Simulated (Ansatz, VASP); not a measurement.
# Two plane-wave programs on Mg

```
CELL_PARAMETERS angstrom
-3.44234 3.44234 3.22925
3.44234 -3.44234 3.22925
3.44234 3.44234 -3.22925
ATOMIC_POSITIONS crystal
Mg 0.15945 0.65945 0.81890
Mg 0.84055 0.34055 0.18110
Mg 0.65945 0.84055 0.50000
Mg 0.34055 0.15945 0.50000
```

Alike in both runs: task single point; functional PBE; k mesh 10 × 10 × 10; occupations gaussian, width 0.1 eV; no spin polarisation.

|  | VASP | Ansatz |
| --- | --- | --- |
| version | VASP 6.6.1 | Ansatz 0.2.0 |
| potentials or method | VASP PAW PBE potentials, release 64 (Mg), cutoff 520 eV | scalar-relativistic, plane waves, PAW |
| valence electrons in the cell | 8 | 40 |

```csv
,VASP,Ansatz,Ansatz less VASP
gap on the k mesh at the Fermi level (eV),none,none,-
pressure (GPa),-5.1,-5.1,+0.04
"traceless stress, the component that is largest in VASP (GPa)",-0.77,-0.78,-0.006
rms of the force components (eV/Å),0.087,0.088,+0.0014
```

Atom by atom the forces differ by 0.001 eV/Å (rms over components). A gap of «none» marks a metal or a gap that the smearing closes. With one functional, cell and mesh, what is left measures potentials, basis and numerics. VASP's potentials hold 8 valence electrons a cell and Ansatz's 40, so a difference there can come from the potentials and not from the codes.
